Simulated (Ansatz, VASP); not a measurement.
One calculation of In, two programs

The input INCAR:

```
SYSTEM = In
  PREC = Accurate
  ENCUT = 600
  EDIFF = 1E-6
  ISMEAR = -1
  SIGMA = 0.05
  LREAL = .FALSE.
  LASPH = .TRUE.
  NELM = 80
  ALGO = Fast
  ISIF = 3
  LWAVE = .FALSE.
  LCHARG = .FALSE.
  GGA = B5
  ALDAX = 1.0
  AGGAX = 1.0
  AGGAC = 1.0
  ALDAC = 0.0
  IBRION = 2
  NSW = 60
  EDIFFG = -0.01
```

The input KPOINTS:

```
regular mesh
0
G
  10 10 10
  0 0 0
```

POSCAR

```
In
1.0
   -1.8825252400      1.8825252400      1.8825252400
    1.8825252400     -1.8825252400      1.8825252400
    1.8825252400      1.8825252400     -1.8825252400
In
1
Direct
    0.0000000000      0.0000000000      0.0000000000
```

The input input.yaml:

```yaml
crystal:
  lattice:
    - [-1.88252524, 1.88252524, 1.88252524]
    - [1.88252524, -1.88252524, 1.88252524]
    - [1.88252524, 1.88252524, -1.88252524]
  atoms:
    - { symbol: In, position: [0.0, 0.0, 0.0] }
hamiltonian:
  xc: blyp
  pseudopotentials: { kind: paw }
kpoints:
  mp_grid: { grid: [10, 10, 10] }
scf:
  occupations: { method: fermi_dirac, width: 0.05 }
output:
  forces: true
  stress: true
  eigenvalues: true
relax:
  f_tol: 0.01
  max_steps: 40
  cell: { stress_tol: 0.05 }
```

Alike in both runs: task relaxation of cell and atoms; functional BLYP; k mesh 10 × 10 × 10; occupations fermi-dirac, width 0.05 eV; no spin polarisation.

|  | VASP | Ansatz |
| --- | --- | --- |
| version | VASP 6.6.1 | Ansatz 0.2.0 |
| potentials or method | VASP PAW PBE potentials, release 64 (In_d) | Ansatz PAW |
| plane-wave cutoff (eV) | 600 | 420 |
| valence electrons in the cell | 13 | 13 |

```csv
,VASP,Ansatz,Ansatz less VASP
"gap on the k mesh at the Fermi level, each at its own relaxed structure (eV)",none,none,-
relaxed volume (Å³/atom),31.36,31.40,+0.041
relaxed cell length with the largest relative difference (Å),3.441,3.442,+0.0015
```

VASP's potentials were made for PBE, not for BLYP. A gap of «none» marks a metal or a gap that the smearing closes.

Noted on VASP's run: the volume moved by over 15 % at a fixed basis, so the end points are rough. Noted on Ansatz's run: the volume moved by over 15 % at a fixed basis, so the end points are rough; the plane-wave basis is chosen anew once the cell has moved, so the energies of steps on either side of that aren't comparable.
